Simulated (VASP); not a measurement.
# Si2Ni (Fm-3m) in VASP: further runs

Si2Ni is run at these levels: PBE; tasks: single point.

Program: VASP 6.6.1. These are calculated values, not measurements. Logs are shortened: lines on timing, memory, paths and dates and some standing lists are left out, and cuts for length are marked.

**1. The cell of the first run**

Symmetry: Fm-3m, No. 225, cubic system. Conventional cell: a = 5.406 Å, b = 5.406 Å, c = 5.406 Å, α = 90.00°, β = 90.00°, γ = 90.00°. Si (site symmetry -43m) has 4 Ni at 2.34 Å and 6 Si at 2.70 Å within 3.1 Å. Within 3.1 Å of Ni (site symmetry m-3m) lie 8 Si at 2.34 Å.

**2. Single point, PBE, collinear spin, ferromagnetic start**

INCAR

```
PREC = Accurate
ENCUT = 520
EDIFF = 1E-6
ISMEAR = 0
SIGMA = 0.25
LREAL = F
LASPH = T
NELM = 150
ALGO = Normal
ISIF = 2
LWAVE = F
LCHARG = T
ISPIN = 2
MAGMOM = 0 0 1
LORBIT = 11
LMAXMIX = 4
GGA = PE
LELF = T
LVHAR = T
NBANDS = 20
```

KPOINTS

```
regular mesh
0
Gamma
  11 11 11
```

POSCAR

```
Si2Ni
1.0
    3.8226190000      0.0000000000      0.0000000000
    1.9113095000      3.3104851630      0.0000000000
    1.9113095000      1.1034950543      3.1211553437
Si Ni
2 1
Direct
    0.2500000000      0.2500000000      0.2500000000
    0.7500000000      0.7500000000      0.7500000000
    0.0000000000      0.0000000000      0.0000000000
```

Potentials or basis: VASP PAW PBE potentials, release 64 (Si, Ni).

Started as:

```bash
$ cat potpaw_PBE.64/Si/POTCAR potpaw_PBE.64/Ni/POTCAR > POTCAR
$ mpirun -np 1 vasp_std > vasp.out
```

OUTCAR:

```text
PREC = Accurate
   ENCUT = 520
   EDIFF = 1E-6
   ISMEAR = 0
   LREAL = F
   LASPH = T
   NELM = 150
   ISIF = 2
   ISPIN = 2
   LORBIT = 11
   GGA = PE

 ion  position               nearest neighbor table
   1  0.250  0.250  0.250-   3 2.34   3 2.34   3 2.34   3 2.34   2 2.70   2 2.70   2 2.70   2 2.70
                             2 2.70   2 2.70
   2  0.750  0.750  0.750-   3 2.34   3 2.34   3 2.34   3 2.34   1 2.70   1 2.70   1 2.70   1 2.70
                             1 2.70   1 2.70
   3  0.000  0.000  0.000-   1 2.34   2 2.34   2 2.34   1 2.34   1 2.34   2 2.34   1 2.34   2 2.34

  LATTYP: Found a face centered cubic cell.
 ALAT       =     5.4059996336

  Lattice vectors:

 A1 = (   3.8226190000,   0.0000000000,   0.0000000000)
 A2 = (   1.9113095000,   3.3104851630,   0.0000000000)
 A3 = (   1.9113095000,   1.1034950543,   3.1211553437)

Analysis of symmetry for initial positions (statically):
=====================================================================
 Subroutine PRICEL returns:
 Original cell was already a primitive cell.

 Routine SETGRP: Setting up the symmetry group for a
 face centered cubic supercell.

 Subroutine GETGRP returns: Found 48 space group operations
 (whereof 48 operations were pure point group operations)
 out of a pool of 48 trial point group operations.

The static configuration has the point symmetry O_h .

Analysis of symmetry for dynamics (positions and initial velocities):
=====================================================================
 Subroutine PRICEL returns:
 Original cell was already a primitive cell.

 Routine SETGRP: Setting up the symmetry group for a
 face centered cubic supercell.

 Subroutine GETGRP returns: Found 48 space group operations
 (whereof 48 operations were pure point group operations)
 out of a pool of 48 trial point group operations.

The dynamic configuration has the point symmetry O_h .

Analysis of structural, dynamic, and magnetic symmetry:
=====================================================================
 Subroutine PRICEL returns:
 Original cell was already a primitive cell.

 Routine SETGRP: Setting up the symmetry group for a
 face centered cubic supercell.

 Subroutine GETGRP returns: Found 48 space group operations
 (whereof 48 operations were pure point group operations)
 out of a pool of 48 trial point group operations.

The overall configuration has the point symmetry O_h .

 Subroutine INISYM returns: Found 48 space group operations
 (whereof 48 operations are pure point group operations),
 and found     1 'primitive' translations

----------------------------------------------------------------------------------------

                                     Primitive cell

  volume of cell :      39.4974

  direct lattice vectors                    reciprocal lattice vectors
     3.822619000  0.000000000  0.000000000     0.261600751 -0.151035264 -0.106798059
     1.911309500  3.310485163  0.000000000     0.000000000  0.302070528 -0.106798059
     1.911309500  1.103495054  3.121155344     0.000000000  0.000000000  0.320394178

  length of vectors
     3.822619000  3.822619000  3.822619000     0.320394178  0.320394178  0.320394178

  position of ions in fractional coordinates (direct lattice)
     0.250000000  0.250000000  0.250000000
     0.750000000  0.750000000  0.750000000
     0.000000000  0.000000000  0.000000000

  ion indices of the primitive-cell ions
   primitive index   ion index
                 1           1
                 2           2
                 3           3

----------------------------------------------------------------------------------------

 KPOINTS: regular mesh

Automatic generation of k-mesh.
 Grid dimensions read from file:
 generate k-points for:   11   11   11

 Generating k-lattice:

  Cartesian coordinates                     Fractional coordinates (reciprocal lattice)
     0.023781886 -0.013730479 -0.009708914     0.090909091  0.000000000 -0.000000000
     0.000000000  0.027460957 -0.009708914     0.000000000  0.090909091  0.000000000
     0.000000000  0.000000000  0.029126743     0.000000000  0.000000000  0.090909091

  Length of vectors
     0.029126743  0.029126743  0.029126743

  Shift w.r.t. Gamma in fractional coordinates (k-lattice)
     0.000000000  0.000000000  0.000000000

 Subroutine IBZKPT returns following result:
 ===========================================

 Found     56 irreducible k-points:

 Following reciprocal coordinates:
            Coordinates               Weight
  0.000000  0.000000  0.000000      1.000000
  0.090909  0.000000 -0.000000      8.000000
  0.181818  0.000000 -0.000000      8.000000
  0.272727  0.000000 -0.000000      8.000000
  0.363636  0.000000 -0.000000      8.000000
  0.454545  0.000000 -0.000000      8.000000
[... 16 lines left out ...]
 -0.272727  0.181818  0.000000     24.000000
 -0.181818  0.181818  0.000000     12.000000
 [... further k-points ...]
   k-points           NKPTS =     56   k-points in BZ     NKDIM =     56   number of bands    NBANDS=     20
   number of dos      NEDOS =    301   number of ions     NIONS =      3
   total plane-waves  NPLWV =  21952
   dimension x,y,z NGX =    28 NGY =   28 NGZ =   28
   dimension x,y,z NGXF=    56 NGYF=   56 NGZF=   56
   ions per type =               2   1
   NGX,Y,Z   is equivalent  to a cutoff of  12.18, 12.18, 12.18 a.u.
   NGXF,Y,Z  is equivalent  to a cutoff of  24.35, 24.35, 24.35 a.u.
 SYSTEM =  unknown system
   PREC   = accura    normal or accurate (medium, high low for compatibility)
   ISTART =      0    job   : 0-new  1-cont  2-samecut
   ICHARG =      2    charge: 1-file 2-atom 10-const
   ISPIN  =      2    spin polarized calculation?
   LNONCOLLINEAR =      F non collinear calculations
   LSORBIT =      F    spin-orbit coupling
   LASPH  =      T    aspherical Exc in radial PAW
   ENCUT  =  520.0 eV  38.22 Ry    6.18 a.u.   7.11  7.11  7.11*2*pi/ulx,y,z
   NELM   =    150;   NELMIN=  2; NELMDL= -5     # of ELM steps
   EDIFF  = 0.1E-05   stopping-criterion for ELM
   LREAL  =      F    real-space projection
   EDIFFG = 0.1E-04   stopping-criterion for IOM
   NSW    =      0    number of steps for IOM
   IBRION =     -1    ionic relax: 0-MD 1-quasi-New 2-CG
   NFREE  =      0    steps in history (QN), initial steepest desc. (CG)
   ISIF   =      2    stress and relaxation
   ISYM   =      2    0-nonsym 1-usesym 2-fastsym
   POTIM  = 0.5000    time-step for ionic-motion
   TEBEG  =    0.0;   TEEND  =   0.0 temperature during run
   PSTRESS=    0.0 pullay stress
   NELECT =      18.0000    total number of electrons
   NUPDOWN=      -1.0000    fix difference up-down
   EMIN   =  10.00;   EMAX   =-10.00  energy-range for DOS
   EFERMI =   0.00;   METHOD = LEGACY
   ISMEAR =     0;   SIGMA  =   0.25  broadening in eV -4-tet -1-fermi 0-gaus
   EFERMI_NEDOS =   21; number of points for ismear=-14 and -15
   IALGO  =     38    algorithm
   IMIX   =      4    mixing-type and parameters
     AMIX     =   0.40;   BMIX     =  1.00
     AMIX_MAG =   1.60;   BMIX_MAG =  1.00
  volume/ion in A,a.u.               =      13.17        88.85
  Fermi-wavevector in a.u.,A,eV,Ry     =   1.259823  2.380721 21.594553  1.587155
  Thomas-Fermi vector in A             =   2.393364
   LORBIT       =     11    0 simple, 1 ext, 2 COOP (PROOUT), +10 PAW based schemes
   GGA     = PE    functional components
   LHFCALC =     F    Hartree Fock is set to
   AEXX    =    0.0000 exact exchange contribution
   IVDW    =     0    specifies the selected vdW correction
   LEPSILON=     F    determine dielectric tensor
   LRPA    =     F    only Hartree local field effects (RPA)
 spin polarized calculation
 Gauss-broadening in eV      SIGMA  =   0.25
  energy-cutoff  :      520.00
  volume of cell :       39.50
 maximum number of plane-waves:      1074
   NGX = 15   NGY = 15   NGZ = 15

 number of electron      17.9999999 magnetization       0.0000806

 number of electron      17.9999999 magnetization      -0.0000057

 Free energy of the ion-electron system (eV)
  ---------------------------------------------------
  ext. energy  EPLUGINS =         0.00000000
  ---------------------------------------------------
  free energy    TOTEN  =       -17.37349648 eV

  energy without entropy =      -17.34599071  energy(sigma->0) =      -17.35974360

 E-fermi :  10.4290     XC(G=0): -11.5870

 val. band max:       10.3854273727   @ k =  -0.4545   0.4545   0.0909
 cond. band min:      10.4358192199   @ k =   0.2727   0.1818  -0.0000
 fundamental gap:      0.0503918472
 Fermi energy:        10.4290484158

 spin component 1

 k-point     1 :       0.0000    0.0000    0.0000
  band No.  band energies     occupation
      1      -3.3992      1.00000
      2       5.2471      1.00000
      3       5.2471      1.00000
      4       5.2471      1.00000
      5       6.9368      1.00000
      6       6.9368      1.00000
[... 12 lines left out ...]
     19      19.6267      0.00000
     20      23.3437      0.00000
[... 507 lines left out ...]
 k-point    24 :      -0.1818    0.1818    0.0000
  band No.  band energies     occupation
      1      -2.1126      1.00000
      2       3.4149      1.00000
      3       5.0233      1.00000
      4       5.7638      1.00000
      5       6.5483      1.00000
      6       7.0463      1.00000
[... 12 lines left out ...]
     19      23.4997      0.00000
     20      25.0919      0.00000

 [... further k-points ...]

 spin component 2

 k-point     1 :       0.0000    0.0000    0.0000
  band No.  band energies     occupation
      1      -3.3993      1.00000
      2       5.2470      1.00000
      3       5.2470      1.00000
      4       5.2470      1.00000
      5       6.9369      1.00000
      6       6.9369      1.00000
[... 12 lines left out ...]
     19      19.6267      0.00000
     20      23.3437      0.00000
[... 507 lines left out ...]
 k-point    24 :      -0.1818    0.1818    0.0000
  band No.  band energies     occupation
      1      -2.1127      1.00000
      2       3.4149      1.00000
      3       5.0233      1.00000
      4       5.7638      1.00000
      5       6.5484      1.00000
      6       7.0464      1.00000
[... 12 lines left out ...]
     19      23.4997      0.00000
     20      25.0919      0.00000

 [... further k-points ...]
[... 5 lines left out ...]
  --------------------------------------------------------------------------------------
  -------------------------------------------------------------------------------------
  Total        0.7783427      0.7783427      0.7783427      0.0000000     -0.0000000     -0.0000000
  in kB       31.5728207     31.5728207     31.5728207      0.0000000     -0.0000000     -0.0000000
  external PRESSURE =      31.5728207 kB  Pullay stress =       0.0000000 kB

 VOLUME and BASIS-vectors are now :
 -----------------------------------------------------------------------------
  energy-cutoff  :      520.00
  volume of cell :       39.50
      direct lattice vectors                 reciprocal lattice vectors
     3.822619000  0.000000000  0.000000000     0.261600751 -0.151035264 -0.106798059
     1.911309500  3.310485163  0.000000000     0.000000000  0.302070528 -0.106798059
     1.911309500  1.103495054  3.121155344     0.000000000  0.000000000  0.320394178

 POSITION                                       TOTAL-FORCE (eV/Angst)
 -----------------------------------------------------------------------------------
      1.91131      1.10350      0.78029        -0.000000      0.000000      0.000000
      5.73393      3.31049      2.34087         0.000000     -0.000000     -0.000000
      0.00000      0.00000      0.00000         0.000000      0.000000      0.000000
 -----------------------------------------------------------------------------------
    total drift:                                0.000000     -0.000000     -0.000000

  FREE ENERGIE OF THE ION-ELECTRON SYSTEM (eV)
  ---------------------------------------------------
  free  energy   TOTEN  =       -17.3734964802 eV

  energy  without entropy=      -17.3459907133  energy(sigma->0) =      -17.35974360

 total charge

# of ion       s       p       d       tot
------------------------------------------
    1        0.741   0.845   0.000   1.586
    2        0.741   0.845   0.000   1.586
    3        0.559   0.801   8.448   9.807
--------------------------------------------------
tot          2.040   2.491   8.448  12.979

 magnetization (x)

# of ion       s       p       d       tot
------------------------------------------
    1       -0.000  -0.000   0.000  -0.000
    2       -0.000  -0.000   0.000  -0.000
    3       -0.000  -0.000   0.000   0.000
--------------------------------------------------
tot         -0.000  -0.000   0.000  -0.000
```

It took 76 s on 1 thread of Intel Xeon Platinum 8488C (Sapphire Rapids), shared host; peak memory 0.21 GiB.

Results:

* Free energy: -17.3735 eV
* Pressure: 3.2 GPa
* Band gap on the k mesh: zero (filled and empty bands overlap)
* Net moment: 0.00 μB per cell
* Valence electrons inside the program's atomic spheres: Si 1.59; Ni 9.81

**3. Single point, PBE, collinear spin, ferromagnetic start**

INCAR

```
ALGO = Normal ; EDIFF = 1E-7
ENCUT = 520 ; GGA = PE
ISIF = 2 ; ISMEAR = 0
ISPIN = 2 ; LASPH = True
LCHARG = False ; LMAXMIX = 4
LORBIT = 11 ; LREAL = False
LWAVE = False ; MAGMOM = 0 0 1
NBANDS = 20 ; NELM = 150
PREC = Accurate ; SIGMA = 0.15
```

KPOINTS

```
k-points
0
Gamma
  11 11 11
```

POSCAR is that of step 2.

Potentials or basis: VASP PAW PBE potentials, release 64 (Si, Ni).

Started as:

```bash
$ cat potpaw_PBE.64/Si/POTCAR potpaw_PBE.64/Ni/POTCAR > POTCAR
$ mpirun -np 1 vasp_std > vasp.out
```

OUTCAR:

```text
EDIFF = 1E-7
   ENCUT = 520
   GGA = PE
   ISIF = 2
   ISMEAR = 0
   ISPIN = 2
   LASPH = True
   LORBIT = 11
   LREAL = False
   NELM = 150
   PREC = Accurate

 ion  position               nearest neighbor table
   1  0.250  0.250  0.250-   3 2.34   3 2.34   3 2.34   3 2.34   2 2.70   2 2.70   2 2.70   2 2.70
                             2 2.70   2 2.70
   2  0.750  0.750  0.750-   3 2.34   3 2.34   3 2.34   3 2.34   1 2.70   1 2.70   1 2.70   1 2.70
                             1 2.70   1 2.70
   3  0.000  0.000  0.000-   1 2.34   2 2.34   2 2.34   1 2.34   1 2.34   2 2.34   1 2.34   2 2.34

  LATTYP: Found a face centered cubic cell.
 ALAT       =     5.4059996336

  Lattice vectors:

 A1 = (   3.8226190000,   0.0000000000,   0.0000000000)
 A2 = (   1.9113095000,   3.3104851630,   0.0000000000)
 A3 = (   1.9113095000,   1.1034950543,   3.1211553437)

Analysis of symmetry for initial positions (statically):
=====================================================================
 Subroutine PRICEL returns:
 Original cell was already a primitive cell.

 Routine SETGRP: Setting up the symmetry group for a
 face centered cubic supercell.

 Subroutine GETGRP returns: Found 48 space group operations
 (whereof 48 operations were pure point group operations)
 out of a pool of 48 trial point group operations.

The static configuration has the point symmetry O_h .

Analysis of symmetry for dynamics (positions and initial velocities):
=====================================================================
 Subroutine PRICEL returns:
 Original cell was already a primitive cell.

 Routine SETGRP: Setting up the symmetry group for a
 face centered cubic supercell.

 Subroutine GETGRP returns: Found 48 space group operations
 (whereof 48 operations were pure point group operations)
 out of a pool of 48 trial point group operations.

The dynamic configuration has the point symmetry O_h .

Analysis of structural, dynamic, and magnetic symmetry:
[... 153 lines left out ...]
 number of electron      17.9999999 magnetization       0.0000246

 Free energy of the ion-electron system (eV)
  ---------------------------------------------------
  ext. energy  EPLUGINS =         0.00000000
  ---------------------------------------------------
  free energy    TOTEN  =       -17.36479714 eV

  energy without entropy =      -17.35501144  energy(sigma->0) =      -17.35990429

 E-fermi :  10.4367     XC(G=0): -11.5866

 val. band max:       10.4366454219   @ k =   0.2727   0.1818  -0.0000
 cond. band min:      10.4547721419   @ k =   0.4545   0.3636   0.0909
 fundamental gap:      0.0181267200
 Fermi energy:        10.4366649847

 spin component 1

 k-point     1 :       0.0000    0.0000    0.0000
  band No.  band energies     occupation
      1      -3.3991      1.00000
      2       5.2483      1.00000
      3       5.2483      1.00000
      4       5.2483      1.00000
      5       6.9384      1.00000
      6       6.9384      1.00000
[... 541 lines left out ...]
     19      23.4997      0.00000
     20      25.0925      0.00000

 [... further k-points ...]

 spin component 2

 k-point     1 :       0.0000    0.0000    0.0000
  band No.  band energies     occupation
      1      -3.3991      1.00000
      2       5.2483      1.00000
      3       5.2483      1.00000
      4       5.2483      1.00000
      5       6.9384      1.00000
      6       6.9384      1.00000
[... 541 lines left out ...]
     19      23.4997      0.00000
     20      25.0925      0.00000

 [... further k-points ...]
[... 5 lines left out ...]
  --------------------------------------------------------------------------------------
  -------------------------------------------------------------------------------------
  Total        0.7827350      0.7827350      0.7827350      0.0000000     -0.0000000     -0.0000000
  in kB       31.7509929     31.7509929     31.7509929      0.0000000     -0.0000000     -0.0000000
  external PRESSURE =      31.7509929 kB  Pullay stress =       0.0000000 kB

 VOLUME and BASIS-vectors are now :
 -----------------------------------------------------------------------------
  energy-cutoff  :      520.00
  volume of cell :       39.50
      direct lattice vectors                 reciprocal lattice vectors
     3.822619000  0.000000000  0.000000000     0.261600751 -0.151035264 -0.106798059
     1.911309500  3.310485163  0.000000000     0.000000000  0.302070528 -0.106798059
     1.911309500  1.103495054  3.121155344     0.000000000  0.000000000  0.320394178

 POSITION                                       TOTAL-FORCE (eV/Angst)
 -----------------------------------------------------------------------------------
      1.91131      1.10350      0.78029         0.000000     -0.000000      0.000000
      5.73393      3.31049      2.34087        -0.000000      0.000000      0.000000
      0.00000      0.00000      0.00000         0.000000      0.000000     -0.000000
 -----------------------------------------------------------------------------------
    total drift:                                0.000000     -0.000000     -0.000000

  FREE ENERGIE OF THE ION-ELECTRON SYSTEM (eV)
  ---------------------------------------------------
  free  energy   TOTEN  =       -17.3647971381 eV

  energy  without entropy=      -17.3550114357  energy(sigma->0) =      -17.35990429

 total charge

# of ion       s       p       d       tot
------------------------------------------
    1        0.740   0.845   0.000   1.586
    2        0.740   0.845   0.000   1.586
    3        0.559   0.801   8.448   9.808
--------------------------------------------------
tot          2.040   2.491   8.448  12.979

 magnetization (x)

# of ion       s       p       d       tot
------------------------------------------
    1        0.000  -0.000   0.000   0.000
    2        0.000  -0.000   0.000   0.000
    3        0.000   0.000   0.000   0.000
--------------------------------------------------
tot          0.000  -0.000   0.000   0.000
```

It took 71 s on 1 thread of Intel Xeon Platinum 8488C (Sapphire Rapids), shared host; peak memory 0.21 GiB.

What came out:

| Item | Value |
| --- | --- |
| Free energy | -17.3648 eV |
| Pressure | 3.2 GPa |
| Band gap on the k mesh | zero (filled and empty bands overlap) |
| Net moment | 0.00 μB per cell |
| Valence electrons inside the program's atomic spheres | Si 1.59; Ni 9.81 |

(Part 1 of 2 ends here.)
